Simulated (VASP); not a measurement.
Input of a VASP 6.6.1 run:

Contents of INCAR:

```
SYSTEM = Al3B2W
  PREC = Accurate
  ENCUT = 520
  EDIFF = 1E-6
  ISMEAR = 0
  SIGMA = 0.2
  LREAL = .False.
  LASPH = .True.
  NELM = 80
  ALGO = Fast
  ISIF = 2
  LWAVE = .False.
  LCHARG = .True.
  GGA = PE
  LELF = .True.
  LVHAR = .True.
  NBANDS = 41
```

File KPOINTS:

```
regular mesh
0
Gamma
  8 4 4
  0 0 0
```

File POSCAR:

```
Al3B2W
1.0
   -3.0928810638      0.0000000000      0.0000000000
    0.0000000000     -6.5365531124      0.0000000000
    0.0000000000      1.6341382781      6.9947205991
Al B W
6 4 2
Direct
    1.0000000000      0.0991789260      0.3967157041
    1.0000000000      0.5991789260      0.3967157041
    0.5000000000      0.3998752049      0.5995008195
    0.5000000000      0.8998752049      0.5995008195
    0.5000000000      0.2934831426      0.1739325704
    0.5000000000      0.7934831426      0.1739325704
    1.0000000000      0.0173022118      0.0692088472
    1.0000000000      0.5173022118      0.0692088472
    0.5000000000      0.4840652754      0.9362611016
    0.5000000000      0.9840652754      0.9362611016
    1.0000000000      0.2060952393      0.8243809572
    1.0000000000      0.7060952393      0.8243809572
```

Potentials or basis: VASP PAW PBE potentials, release 64 (Al, B, W_sv).

Command:

```bash
$ cat potpaw_PBE.64/Al/POTCAR potpaw_PBE.64/B/POTCAR potpaw_PBE.64/W_sv/POTCAR > POTCAR
$ mpirun -np 1 vasp_std > vasp.out
```

(1) What does it give for the band gap on the k mesh?

(2) Estimate the largest force.

(3) Estimate the pressure.

Results:

(1) zero (bands 29 and 30 overlap by 1.61 eV).

(2) 0.039 eV/Å.

(3) 0.2 GPa.

Caveat: spin-orbit coupling is left out, which moves the levels of the heavy elements.
